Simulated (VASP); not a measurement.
# SnO2 (P4_2/mnm) in VASP: further runs

Runs on SnO2. Level: PBE. Tasks: electric field gradients.

All numbers are computed with VASP 6.6.1; they aren't measurements. Logs are shortened: lines on timing, memory, paths and dates and some standing lists are left out, and cuts for length are marked.

### Step 1. The cell of the first run

It takes space group P4_2/mnm (No. 136, tetragonal). Conventional cell: a = 4.737 Å, b = 4.737 Å, c = 3.091 Å, α = 90.00°, β = 90.00°, γ = 90.00°. Sn (site symmetry mmm) has 6 O at 2.02 to 2.05 Å within 2.7 Å. Within 2.7 Å of O (site symmetry m2m) lie 3 Sn at 2.02 to 2.05 Å and 1 O at 2.60 Å.

### Step 2. Electric field gradients, PBE (zz strain of -3 %)

INCAR

```
PREC = Accurate
ENCUT = 520
EDIFF = 1E-8
ISMEAR = -1
SIGMA = 0.03
LREAL = F
LASPH = T
NELM = 120
ALGO = Normal
ISIF = 2
LWAVE = F
LCHARG = F
GGA = PE
LEFG = T
NBANDS = 35
GGA_COMPAT = F
```

KPOINTS

```
regular mesh
0
Gamma
  4 4 6
```

POSCAR

```
SnO2
1.0
    4.7373500000      0.0000000000      0.0000000000
    0.0000000000      4.7373500000      0.0000000000
    0.0000000000      0.0000000000      3.0908080000
Sn O
2 4
Direct
    0.0000000000      0.0000000000      0.0000000000
    0.5000000000      0.5000000000      0.5000000000
    0.3056200000      0.3056200000      0.0000000000
    0.1943800000      0.8056200000      0.5000000000
    0.6943800000      0.6943800000      0.0000000000
    0.8056200000      0.1943800000      0.5000000000
```

Potentials or basis: VASP PAW PBE potentials, release 64 (Sn_d, O).

The run is started by

```console
$ cat potpaw_PBE.64/Sn_d/POTCAR potpaw_PBE.64/O/POTCAR > POTCAR
$ mpirun -np 1 vasp_std > vasp.out
```

OUTCAR:

```text
PREC = Accurate
   ENCUT = 520
   EDIFF = 1E-8
   ISMEAR = -1
   LREAL = F
   LASPH = T
   NELM = 120
   ISIF = 2
   GGA = PE

 ion  position               nearest neighbor table
   1  0.000  0.000  0.000-   4 2.02   6 2.02   4 2.02   6 2.02   5 2.05   3 2.05   2 3.69   2 3.69
                             2 3.69   2 3.69   2 3.69   2 3.69   2 3.69   2 3.69
   2  0.500  0.500  0.500-   3 2.02   5 2.02   3 2.02   5 2.02   4 2.05   6 2.05   1 3.69   1 3.69
                             1 3.69   1 3.69   1 3.69   1 3.69   1 3.69   1 3.69
   3  0.306  0.306  0.000-   2 2.02   2 2.02   1 2.05
   4  0.194  0.806  0.500-   1 2.02   1 2.02   2 2.05
   5  0.694  0.694  0.000-   2 2.02   2 2.02   1 2.05
   6  0.806  0.194  0.500-   1 2.02   1 2.02   2 2.05

  LATTYP: Found a simple tetragonal cell.
 ALAT       =     4.7373500000
 C/A-ratio  =     0.6524339557

  Lattice vectors:

 A1 = (   4.7373500000,   0.0000000000,   0.0000000000)
 A2 = (   0.0000000000,   4.7373500000,   0.0000000000)
 A3 = (   0.0000000000,   0.0000000000,   3.0908080000)

Analysis of symmetry for initial positions (statically):
=====================================================================
 Subroutine PRICEL returns:
 Original cell was already a primitive cell.

 Routine SETGRP: Setting up the symmetry group for a
 simple tetragonal supercell.

 Subroutine GETGRP returns: Found 16 space group operations
 (whereof  8 operations were pure point group operations)
 out of a pool of 16 trial point group operations.

The static configuration has the point symmetry D_2h.
 The point group associated with its full space group is D_4h.

Analysis of symmetry for dynamics (positions and initial velocities):
=====================================================================
 Subroutine PRICEL returns:
 Original cell was already a primitive cell.

 Routine SETGRP: Setting up the symmetry group for a
 simple tetragonal supercell.

 Subroutine GETGRP returns: Found 16 space group operations
 (whereof  8 operations were pure point group operations)
 out of a pool of 16 trial point group operations.

The dynamic configuration has the point symmetry D_2h.
 The point group associated with its full space group is D_4h.

 Subroutine INISYM returns: Found 16 space group operations
 (whereof  8 operations are pure point group operations),
 and found     1 'primitive' translations

----------------------------------------------------------------------------------------

                                     Primitive cell

  volume of cell :      69.3654

  direct lattice vectors                    reciprocal lattice vectors
     4.737350000  0.000000000  0.000000000     0.211088478  0.000000000  0.000000000
     0.000000000  4.737350000  0.000000000     0.000000000  0.211088478  0.000000000
     0.000000000  0.000000000  3.090808000     0.000000000  0.000000000  0.323539993

  length of vectors
     4.737350000  4.737350000  3.090808000     0.211088478  0.211088478  0.323539993

  position of ions in fractional coordinates (direct lattice)
     0.000000000  0.000000000  0.000000000
     0.500000000  0.500000000  0.500000000
     0.305620000  0.305620000  0.000000000
     0.194380000  0.805620000  0.500000000
     0.694380000  0.694380000  0.000000000
     0.805620000  0.194380000  0.500000000

  ion indices of the primitive-cell ions
   primitive index   ion index
                 1           1
                 2           2
                 3           3
                 4           4
                 5           5
                 6           6

----------------------------------------------------------------------------------------

 KPOINTS: regular mesh

Automatic generation of k-mesh.
 Grid dimensions read from file:
 generate k-points for:    4    4    6

 Generating k-lattice:

  Cartesian coordinates                     Fractional coordinates (reciprocal lattice)
     0.052772119  0.000000000  0.000000000     0.250000000  0.000000000  0.000000000
     0.000000000  0.052772119  0.000000000     0.000000000  0.250000000  0.000000000
     0.000000000  0.000000000  0.053923332     0.000000000  0.000000000  0.166666667

  Length of vectors
     0.052772119  0.052772119  0.053923332

  Shift w.r.t. Gamma in fractional coordinates (k-lattice)
     0.000000000  0.000000000  0.000000000

 Subroutine IBZKPT returns following result:
 ===========================================

 Found     24 irreducible k-points:

 Following reciprocal coordinates:
            Coordinates               Weight
  0.000000  0.000000  0.000000      1.000000
  0.250000  0.000000  0.000000      4.000000
  0.500000  0.000000  0.000000      2.000000
  0.250000  0.250000  0.000000      4.000000
  0.500000  0.250000  0.000000      4.000000
  0.500000  0.500000  0.000000      1.000000
[... 16 lines left out ...]
  0.500000  0.250000  0.500000      4.000000
  0.500000  0.500000  0.500000      1.000000
   k-points           NKPTS =     24   k-points in BZ     NKDIM =     24   number of bands    NBANDS=     35
   number of dos      NEDOS =    301   number of ions     NIONS =      6
   total plane-waves  NPLWV =  31104
   dimension x,y,z NGX =    36 NGY =   36 NGZ =   24
   dimension x,y,z NGXF=    72 NGYF=   72 NGZF=   48
   ions per type =               2   4
   NGX,Y,Z   is equivalent  to a cutoff of  12.63, 12.63, 12.91 a.u.
   NGXF,Y,Z  is equivalent  to a cutoff of  25.27, 25.27, 25.82 a.u.
 SYSTEM =  unknown system
   PREC   = accura    normal or accurate (medium, high low for compatibility)
   ISTART =      0    job   : 0-new  1-cont  2-samecut
   ICHARG =      2    charge: 1-file 2-atom 10-const
   ISPIN  =      1    spin polarized calculation?
   LNONCOLLINEAR =      F non collinear calculations
   LSORBIT =      F    spin-orbit coupling
   LASPH  =      T    aspherical Exc in radial PAW
   ENCUT  =  520.0 eV  38.22 Ry    6.18 a.u.   8.81  8.81  5.75*2*pi/ulx,y,z
   NELM   =    120;   NELMIN=  2; NELMDL= -5     # of ELM steps
   EDIFF  = 0.1E-07   stopping-criterion for ELM
   LREAL  =      F    real-space projection
   EDIFFG = 0.1E-06   stopping-criterion for IOM
   NSW    =      0    number of steps for IOM
   IBRION =     -1    ionic relax: 0-MD 1-quasi-New 2-CG
   NFREE  =      0    steps in history (QN), initial steepest desc. (CG)
   ISIF   =      2    stress and relaxation
   ISYM   =      2    0-nonsym 1-usesym 2-fastsym
   POTIM  = 0.5000    time-step for ionic-motion
   TEBEG  =    0.0;   TEEND  =   0.0 temperature during run
   PSTRESS=    0.0 pullay stress
   NELECT =      52.0000    total number of electrons
   NUPDOWN=      -1.0000    fix difference up-down
   EMIN   =  10.00;   EMAX   =-10.00  energy-range for DOS
   EFERMI =   0.00;   METHOD = LEGACY
   ISMEAR =    -1;   SIGMA  =   0.03  broadening in eV -4-tet -1-fermi 0-gaus
   EFERMI_NEDOS =   21; number of points for ismear=-14 and -15
   IALGO  =     38    algorithm
   IMIX   =      4    mixing-type and parameters
     AMIX     =   0.40;   BMIX     =  1.00
     AMIX_MAG =   1.60;   BMIX_MAG =  1.00
  volume/ion in A,a.u.               =      11.56        78.02
  Fermi-wavevector in a.u.,A,eV,Ry     =   1.487173  2.810350 30.091799  2.211685
  Thomas-Fermi vector in A             =   2.600367
   LORBIT       =      0    0 simple, 1 ext, 2 COOP (PROOUT), +10 PAW based schemes
   GGA     = PE    functional components
[... 5 lines left out ...]
 non-spin polarized calculation
  energy-cutoff  :      520.00
  volume of cell :       69.37
 maximum number of plane-waves:      1884
 NGX is ok and might be reduce to    36
   NGX = 17   NGY = 17   NGZ = 11

 number of electron      51.9999983 magnetization

 Free energy of the ion-electron system (eV)
  ---------------------------------------------------
  ext. energy  EPLUGINS =         0.00000000
  ---------------------------------------------------
  free energy    TOTEN  =       -36.87949572 eV

  energy without entropy =      -36.87949572  energy(sigma->0) =      -36.87949572

 E-fermi :   7.1855     XC(G=0): -11.4098

 val. band max:        6.5036114112   @ k =   0.0000   0.0000   0.0000
 cond. band min:       8.2066996185   @ k =   0.0000   0.0000   0.0000
 fundamental gap:      1.7030882073
 Fermi energy:         7.1855348965

 k-point     1 :       0.0000    0.0000    0.0000
  band No.  band energies     occupation
      1     -14.6991      2.00000
      2     -13.9052      2.00000
      3     -13.4846      2.00000
      4     -13.4545      2.00000
      5     -13.4545      2.00000
      6     -13.3381      2.00000
[... 27 lines left out ...]
     34      18.8346      0.00000
     35      19.2961      0.00000

 k-point     2 :       0.2500    0.0000    0.0000
  band No.  band energies     occupation
      1     -14.6001      2.00000
      2     -14.0177      2.00000
      3     -13.4835      2.00000
      4     -13.4505      2.00000
      5     -13.4504      2.00000
      6     -13.4252      2.00000
[... 27 lines left out ...]
     34      18.7722      0.00000
     35      19.2652      0.00000

 k-point     3 :       0.5000    0.0000    0.0000
  band No.  band energies     occupation
      1     -14.3291      2.00000
      2     -14.3291      2.00000
      3     -13.4764      2.00000
      4     -13.4764      2.00000
      5     -13.4463      2.00000
      6     -13.4463      2.00000
[... 27 lines left out ...]
     34      19.0620      0.00000
     35      19.8347      0.00000
[... 723 lines left out ...]
 k-point    23 :       0.5000    0.2500    0.5000
  band No.  band energies     occupation
      1     -14.5789      2.00000
      2     -14.5789      2.00000
      3     -13.6437      2.00000
      4     -13.6437      2.00000
      5     -13.3356      2.00000
      6     -13.3356      2.00000
[... 27 lines left out ...]
     34      18.3284      0.00000
     35      19.4985      0.00000

 k-point    24 :       0.5000    0.5000    0.5000
  band No.  band energies     occupation
      1     -14.4858      2.00000
      2     -14.4858      2.00000
      3     -13.8230      2.00000
      4     -13.8230      2.00000
      5     -13.3329      2.00000
      6     -13.3329      2.00000
[... 27 lines left out ...]
     34      18.1247      0.00000
     35      19.6779      0.00000

------------------------ aborting loop because EDIFF is reached ----------------------------------------

  FORCE on cell =-STRESS in cart. coord.  units (eV):
  Direction    XX          YY          ZZ          XY          YZ          ZX
  --------------------------------------------------------------------------------------
  -------------------------------------------------------------------------------------
  Total        7.1152412      7.1152412     12.6852608     -0.0000000      0.0000000      0.0000000
  in kB      164.3452819    164.3452819    292.9995881     -0.0000000      0.0000000      0.0000000
  external PRESSURE =     207.2300506 kB  Pullay stress =       0.0000000 kB

 VOLUME and BASIS-vectors are now :
 -----------------------------------------------------------------------------
  energy-cutoff  :      520.00
  volume of cell :       69.37
      direct lattice vectors                 reciprocal lattice vectors
     4.737350000  0.000000000  0.000000000     0.211088478  0.000000000  0.000000000
     0.000000000  4.737350000  0.000000000     0.000000000  0.211088478  0.000000000
     0.000000000  0.000000000  3.090808000     0.000000000  0.000000000  0.323539993

 POSITION                                       TOTAL-FORCE (eV/Angst)
 -----------------------------------------------------------------------------------
      0.00000      0.00000      0.00000         0.000000      0.000000      0.000000
      2.36868      2.36868      1.54540         0.000000      0.000000      0.000000
      1.44783      1.44783      0.00000        -0.260134     -0.260134     -0.000000
      0.92085      3.81650      1.54540         0.260134     -0.260134     -0.000000
      3.28952      3.28952      0.00000         0.260134      0.260134      0.000000
      3.81650      0.92085      1.54540        -0.260134      0.260134      0.000000
 -----------------------------------------------------------------------------------
    total drift:                                0.000000      0.000000      0.000000

  FREE ENERGIE OF THE ION-ELECTRON SYSTEM (eV)
  ---------------------------------------------------
  free  energy   TOTEN  =       -36.8794957236 eV

  energy  without entropy=      -36.8794957236  energy(sigma->0) =      -36.87949572

 Electric field gradients (V/A^2)
---------------------------------------------------------------------
 ion       V_xx      V_yy      V_zz      V_xy      V_xz      V_yz
---------------------------------------------------------------------
   1      34.492    34.492   -68.984     2.352    -0.000    -0.000
   2      34.492    34.492   -68.984    -2.352    -0.000     0.000
   3     -21.446   -21.446    42.891    80.453     0.000     0.000
   4     -21.446   -21.446    42.891   -80.453    -0.000    -0.000
   5     -21.446   -21.446    42.891    80.453    -0.000    -0.000
   6     -21.446   -21.446    42.891   -80.453     0.000     0.000
---------------------------------------------------------------------

 Electric field gradients after diagonalization (V/A^2)
 (convention: |V_zz| > |V_xx| > |V_yy|)
----------------------------------------------------------------------
 ion       V_xx      V_yy      V_zz     asymmetry (V_yy - V_xx)/ V_zz
----------------------------------------------------------------------
   1      36.844    32.140   -68.984       0.068
   2      36.844    32.140   -68.984       0.068
   3      59.008    42.891  -101.899       0.158
   4      59.008    42.891  -101.899       0.158
   5      59.008    42.891  -101.899       0.158
   6      59.008    42.891  -101.899       0.158
----------------------------------------------------------------------

           NMR quadrupolar parameters

 Cq : quadrupolar parameter    Cq=e*Q*V_zz/h
 eta: asymmetry parameters     (V_yy - V_xx)/ V_zz
 Q  : nuclear electric quadrupole moment in mb (millibarn)
----------------------------------------------------------------------
 ion       Cq(MHz)       eta       Q (mb)
----------------------------------------------------------------------
   1      -0.167       0.068       1.000
   2      -0.167       0.068       1.000
   3      -0.246       0.158       1.000
   4      -0.246       0.158       1.000
   5      -0.246       0.158       1.000
   6      -0.246       0.158       1.000
----------------------------------------------------------------------
```

Wall time 46 s (1 thread of Intel Xeon Platinum 8375C at 2.90GHz (Ice Lake), shared host); peak memory 0.19 GiB.

Results:

```
Free energy                             : -36.8795 eV
Pressure                                : 20.7 GPa
Largest force                           : 0.368 eV/Å
Band gap on the k mesh                  : 1.70 eV
Largest electric field gradient by atom : Sn -69.0; O -101.9 V/Å²
```

Forces in eV/Å, atoms in the order of the input:
```
Sn   0.000  0.000  0.000
Sn   0.000  0.000  0.000
O   -0.260 -0.260  0.000
O    0.260 -0.260  0.000
O    0.260  0.260  0.000
O   -0.260  0.260  0.000
```

Electric field gradients, principal values (V/Å²):
```
atom   least  middle  greatest (by size)
1 Sn  32.140  36.844             -68.984
2 Sn  32.140  36.844             -68.984
 3 O  42.891  59.008            -101.899
 4 O  42.891  59.008            -101.899
 5 O  42.891  59.008            -101.899
 6 O  42.891  59.008            -101.899
```

Caveat: the cell differs from its parent crystal (zz strain of -3 %); the cell stands under pressure; without QUAD_EFG the Cq values of the log hold for a quadrupole moment of 1 mb, not for the nuclei; spin-orbit coupling is left out, which moves the levels of the heavy elements.

(Part 1 of 2 ends here.)
